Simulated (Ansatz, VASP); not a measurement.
**One calculation of Rh, two programs**

```xyz
1
Lattice="2.6371 0.0000 0.0000 -1.3186 2.2838 0.0000 0.0000 0.0000 2.5520" Properties=species:S:1:pos:R:3 pbc="T T T"
Rh    0.0000    0.0000    0.0000
```

Alike in both runs: task relaxation of cell and atoms; functional PBE; k mesh 24 × 24 × 22; occupations gaussian, width 0.1 eV; no spin polarisation.

|  | VASP | Ansatz |
| --- | --- | --- |
| version | VASP 6.6.1 | Ansatz 0.2.0 |
| potentials or method | VASP PAW PBE potentials, release 64 (Rh_pv), cutoff 600 eV | scalar-relativistic, plane waves, PAW |
| valence electrons in the cell | 15 | 17 |

|  | VASP | Ansatz | Ansatz less VASP |
| --- | --- | --- | --- |
| gap on the k mesh at the Fermi level, each at its own relaxed structure (eV) | none | none | - |
| relaxed volume (Å³/atom) | 15.32 | 15.32 | +0.003 |
| relaxed length of the cell vector where the two differ most in proportion (Å) | 2.638 | 2.638 | +0.0002 |

A gap of «none» marks a metal or a gap that the smearing closes. VASP's potentials hold 15 valence electrons a cell and Ansatz's 17, so a difference there can come from the potentials and not from the codes.
